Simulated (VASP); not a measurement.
# AlN (zincblende type) (F-43m) in VASP: relaxation of cell and atoms with PBE

Aim: the relaxation of cell and atoms of AlN (zincblende type) with PBE.

Everything below comes from runs of VASP 6.6.1. Logs are shortened: lines on timing, memory, paths and dates and some standing lists are left out, and cuts for length are marked.

### 1 The cell of the first run

Symmetry: F-43m, No. 216, cubic system. Conventional cell: a = 4.309 Å, b = 4.309 Å, c = 4.309 Å, α = 90.00°, β = 90.00°, γ = 90.00°. Within 2.5 Å of Al (site symmetry -43m) lie 4 N at 1.87 Å. Within 2.5 Å of N (site symmetry -43m) lie 4 Al at 1.87 Å.

### 2 Relaxation of cell and atoms, PBE

Input file INCAR:

```
PREC = Accurate
ENCUT = 600
EDIFF = 1E-6
ISMEAR = -1
SIGMA = 0.08
LREAL = False
LASPH = True
NELM = 80
ALGO = Normal
ISIF = 3
LWAVE = False
LCHARG = False
GGA = PE
IBRION = 2
NSW = 60
EDIFFG = -0.005
```

Input file KPOINTS:

```
regular mesh
0
Gamma
  17 17 17
```

Input file POSCAR:

```
AlN
1.0
    0.0000000000      2.1544346900      2.1544346900
    2.1544346900      0.0000000000      2.1544346900
    2.1544346900      2.1544346900      0.0000000000
Al N
1 1
Direct
    0.0000000000      0.0000000000      0.0000000000
    0.2500000000      0.2500000000      0.2500000000
```

Potentials or basis: VASP PAW PBE potentials, release 64 (Al, N).

Command:

```
cat potpaw_PBE.64/Al/POTCAR potpaw_PBE.64/N/POTCAR > POTCAR
mpirun -np 1 vasp_std > vasp.out
```

OUTCAR:

```text
PREC = Accurate
   ENCUT = 600
   EDIFF = 1E-6
   ISMEAR = -1
   LREAL = False
   LASPH = True
   NELM = 80
   ISIF = 3
   GGA = PE
   IBRION = 2
   NSW = 60
   EDIFFG = -0.005

 ion  position               nearest neighbor table
   1  0.000  0.000  0.000-   2 1.87   2 1.87   2 1.87   2 1.87
   2  0.250  0.250  0.250-   1 1.87   1 1.87   1 1.87   1 1.87

  LATTYP: Found a face centered cubic cell.
 ALAT       =     4.3088693800

  Lattice vectors:

 A1 = (   0.0000000000,   2.1544346900,   2.1544346900)
 A2 = (   2.1544346900,   0.0000000000,   2.1544346900)
 A3 = (   2.1544346900,   2.1544346900,   0.0000000000)

Analysis of symmetry for initial positions (statically):
=====================================================================
 Subroutine PRICEL returns:
 Original cell was already a primitive cell.

 Routine SETGRP: Setting up the symmetry group for a
 face centered cubic supercell.

 Subroutine GETGRP returns: Found 24 space group operations
 (whereof 24 operations were pure point group operations)
 out of a pool of 48 trial point group operations.

The static configuration has the point symmetry T_d .

Analysis of symmetry for dynamics (positions and initial velocities):
=====================================================================
 Subroutine PRICEL returns:
 Original cell was already a primitive cell.

 Routine SETGRP: Setting up the symmetry group for a
 face centered cubic supercell.

 Subroutine GETGRP returns: Found 24 space group operations
 (whereof 24 operations were pure point group operations)
 out of a pool of 48 trial point group operations.

The dynamic configuration has the point symmetry T_d .

 Subroutine INISYM returns: Found 24 space group operations
 (whereof 24 operations are pure point group operations),
 and found     1 'primitive' translations

----------------------------------------------------------------------------------------

                                     Primitive cell

  volume of cell :      20.0000

  direct lattice vectors                    reciprocal lattice vectors
     0.000000000  2.154434690  2.154434690    -0.232079442  0.232079442  0.232079442
     2.154434690  0.000000000  2.154434690     0.232079442 -0.232079442  0.232079442
     2.154434690  2.154434690  0.000000000     0.232079442  0.232079442 -0.232079442

  length of vectors
     3.046830758  3.046830758  3.046830758     0.401973384  0.401973384  0.401973384

  position of ions in fractional coordinates (direct lattice)
     0.000000000  0.000000000  0.000000000
     0.250000000  0.250000000  0.250000000

  ion indices of the primitive-cell ions
   primitive index   ion index
                 1           1
                 2           2

----------------------------------------------------------------------------------------

 KPOINTS: regular mesh

Automatic generation of k-mesh.
 Grid dimensions read from file:
 generate k-points for:   17   17   17

 Generating k-lattice:

  Cartesian coordinates                     Fractional coordinates (reciprocal lattice)
    -0.013651732  0.013651732  0.013651732     0.058823529  0.000000000  0.000000000
     0.013651732 -0.013651732  0.013651732     0.000000000  0.058823529  0.000000000
     0.013651732  0.013651732 -0.013651732     0.000000000  0.000000000  0.058823529

  Length of vectors
     0.023645493  0.023645493  0.023645493

  Shift w.r.t. Gamma in fractional coordinates (k-lattice)
     0.000000000  0.000000000  0.000000000

 Subroutine IBZKPT returns following result:
 ===========================================

 Found    165 irreducible k-points:

 Following reciprocal coordinates:
            Coordinates               Weight
  0.000000  0.000000  0.000000      1.000000
  0.058824  0.000000  0.000000      8.000000
  0.117647  0.000000  0.000000      8.000000
  0.176471  0.000000  0.000000      8.000000
  0.235294  0.000000  0.000000      8.000000
  0.294118  0.000000  0.000000      8.000000
[... 16 lines left out ...]
 -0.176471  0.058824  0.000000     24.000000
 -0.117647  0.058824  0.000000     24.000000
 [... further k-points ...]
   k-points           NKPTS =    165   k-points in BZ     NKDIM =    165   number of bands    NBANDS=      8
   number of dos      NEDOS =    301   number of ions     NIONS =      2
   total plane-waves  NPLWV =  13824
   dimension x,y,z NGX =    24 NGY =   24 NGZ =   24
   dimension x,y,z NGXF=    48 NGYF=   48 NGZF=   48
   ions per type =               1   1
   NGX,Y,Z   is equivalent  to a cutoff of  13.10, 13.10, 13.10 a.u.
   NGXF,Y,Z  is equivalent  to a cutoff of  26.19, 26.19, 26.19 a.u.
 SYSTEM =  unknown system
   PREC   = accura    normal or accurate (medium, high low for compatibility)
   ISTART =      0    job   : 0-new  1-cont  2-samecut
   ICHARG =      2    charge: 1-file 2-atom 10-const
   ISPIN  =      1    spin polarized calculation?
   LNONCOLLINEAR =      F non collinear calculations
   LSORBIT =      F    spin-orbit coupling
   LASPH  =      T    aspherical Exc in radial PAW
   ENCUT  =  600.0 eV  44.10 Ry    6.64 a.u.   6.09  6.09  6.09*2*pi/ulx,y,z
   NELM   =     80;   NELMIN=  2; NELMDL= -5     # of ELM steps
   EDIFF  = 0.1E-05   stopping-criterion for ELM
   LREAL  =      F    real-space projection
   EDIFFG = -.5E-02   stopping-criterion for IOM
   NSW    =     60    number of steps for IOM
   IBRION =      2    ionic relax: 0-MD 1-quasi-New 2-CG
   NFREE  =      1    steps in history (QN), initial steepest desc. (CG)
   ISIF   =      3    stress and relaxation
   ISYM   =      2    0-nonsym 1-usesym 2-fastsym
   POTIM  = 0.5000    time-step for ionic-motion
   TEBEG  =    0.0;   TEEND  =   0.0 temperature during run
   PSTRESS=    0.0 pullay stress
   NELECT =       8.0000    total number of electrons
   NUPDOWN=      -1.0000    fix difference up-down
   EMIN   =  10.00;   EMAX   =-10.00  energy-range for DOS
   EFERMI =   0.00;   METHOD = LEGACY
   ISMEAR =    -1;   SIGMA  =   0.08  broadening in eV -4-tet -1-fermi 0-gaus
   EFERMI_NEDOS =   21; number of points for ismear=-14 and -15
   IALGO  =     38    algorithm
   IMIX   =      4    mixing-type and parameters
     AMIX     =   0.40;   BMIX     =  1.00
     AMIX_MAG =   1.60;   BMIX_MAG =  1.00
  volume/ion in A,a.u.               =      10.00        67.48
  Fermi-wavevector in a.u.,A,eV,Ry     =   1.206225  2.279434 19.796173  1.454978
  Thomas-Fermi vector in A             =   2.341898
   LORBIT       =      0    0 simple, 1 ext, 2 COOP (PROOUT), +10 PAW based schemes
   GGA     = PE    functional components
   LHFCALC =     F    Hartree Fock is set to
   AEXX    =    0.0000 exact exchange contribution
   IVDW    =     0    specifies the selected vdW correction
   LEPSILON=     F    determine dielectric tensor
   LRPA    =     F    only Hartree local field effects (RPA)
 conjugate gradient relaxation of ions
 non-spin polarized calculation
  energy-cutoff  :      600.00
  volume of cell :       20.00
 maximum number of plane-waves:       682
   NGX = 13   NGY = 13   NGZ = 13

--------------------------------------- Ionic step        1  -------------------------------------------

 number of electron       7.9999998 magnetization

 Free energy of the ion-electron system (eV)
  ---------------------------------------------------
  ext. energy  EPLUGINS =         0.00000000
  ---------------------------------------------------
  free energy    TOTEN  =       -14.79393101 eV

  energy without entropy =      -14.79393101  energy(sigma->0) =      -14.79393101

------------------------ aborting loop because EDIFF is reached ----------------------------------------

  FORCE on cell =-STRESS in cart. coord.  units (eV):
  Direction    XX          YY          ZZ          XY          YZ          ZX
  --------------------------------------------------------------------------------------
  -------------------------------------------------------------------------------------
  Total        1.7281803      1.7281803      1.7281803      0.0000000      0.0000000      0.0000000
  in kB      138.4425640    138.4425640    138.4425640      0.0000000      0.0000000      0.0000000
  external PRESSURE =     138.4425640 kB  Pullay stress =       0.0000000 kB
[... 57 lines left out ...]
  energy  without entropy=      -14.8037574876  energy(sigma->0) =      -14.80375749

--------------------------------------- Ionic step        3  -------------------------------------------

 number of electron       8.0000001 magnetization

 Free energy of the ion-electron system (eV)
  ---------------------------------------------------
  ext. energy  EPLUGINS =         0.00000000
  ---------------------------------------------------
  free energy    TOTEN  =       -14.84736842 eV

  energy without entropy =      -14.84736842  energy(sigma->0) =      -14.84736842

 E-fermi :   7.3716     XC(G=0): -10.8346

 val. band max:        5.7562713749   @ k =   0.0000   0.0000   0.0000
 cond. band min:       9.1134372666   @ k =   0.4706   0.4706   0.0000
 fundamental gap:      3.3571658917
 Fermi energy:         7.3716471591

 k-point     1 :       0.0000    0.0000    0.0000
  band No.  band energies     occupation
      1      -9.0940      2.00000
      2       5.7563      2.00000
      3       5.7563      2.00000
      4       5.7563      2.00000
      5       9.7522      0.00000
      6      18.0931      0.00000
      7      18.0931      0.00000
      8      18.0931      0.00000
[... 243 lines left out ...]
 k-point    24 :      -0.1176    0.0588    0.0000
  band No.  band energies     occupation
      1      -8.7863      2.00000
      2       4.3003      2.00000
      3       5.4652      2.00000
      4       5.7288      2.00000
      5      10.9911      0.00000
      6      17.3622      0.00000
      7      18.1967      0.00000
      8      18.3311      0.00000

 [... further k-points ...]

------------------------ aborting loop because EDIFF is reached ----------------------------------------

  FORCE on cell =-STRESS in cart. coord.  units (eV):
  Direction    XX          YY          ZZ          XY          YZ          ZX
  --------------------------------------------------------------------------------------
  -------------------------------------------------------------------------------------
  Total       -0.0094412     -0.0094412     -0.0094412      0.0000000      0.0000000     -0.0000000
  in kB       -0.7096754     -0.7096754     -0.7096754      0.0000000      0.0000000     -0.0000000
  external PRESSURE =      -0.7096754 kB  Pullay stress =       0.0000000 kB
[... 17 lines left out ...]
  FREE ENERGIE OF THE ION-ELECTRON SYSTEM (eV)
  ---------------------------------------------------
  free  energy   TOTEN  =       -14.8473684154 eV

  energy  without entropy=      -14.8473684152  energy(sigma->0) =      -14.84736842

 reached required accuracy - stopping structural energy minimisation
```

Run time: 23 s. Hardware: 1 thread of Intel Xeon Platinum 8488C (Sapphire Rapids), shared host; peak memory 0.16 GiB.

What came out:

| Item | Value |
| --- | --- |
| Free energy | -14.8474 eV |
| Relaxed volume | 10.66 Å³/atom |
| Relaxed cell | a = 3.112 Å, b = 3.112 Å, c = 3.112 Å, α = 60.00°, β = 60.00°, γ = 60.00° |
| Space group after relaxing (to 0.05 Å) | F-43m (No. 216) |
| Energy gained by relaxing | 26.7 meV/atom |
| Ionic steps | 3 |
| Pressure after relaxing | -0.1 GPa |
| Band gap on the k mesh | 3.36 eV, indirect (least direct gap 4.00 eV) |

The path:
```csv
step,energy change (eV),largest force (eV/Å),pressure (GPa),volume (Å³)
1,0.0000,0.0000,13.84,20.00
2,-0.0098,0.0000,-10.21,22.61
3,-0.0534,0.0000,-0.07,21.31
```

Final structure:
```xyz
2
Lattice="0.0000 2.2006 2.2006 2.2006 0.0000 2.2006 2.2006 2.2006 0.0000" Properties=species:S:1:pos:R:3 pbc="T T T"
Al    0.0000    0.0000    0.0000
N     1.1003    1.1003    1.1003
```
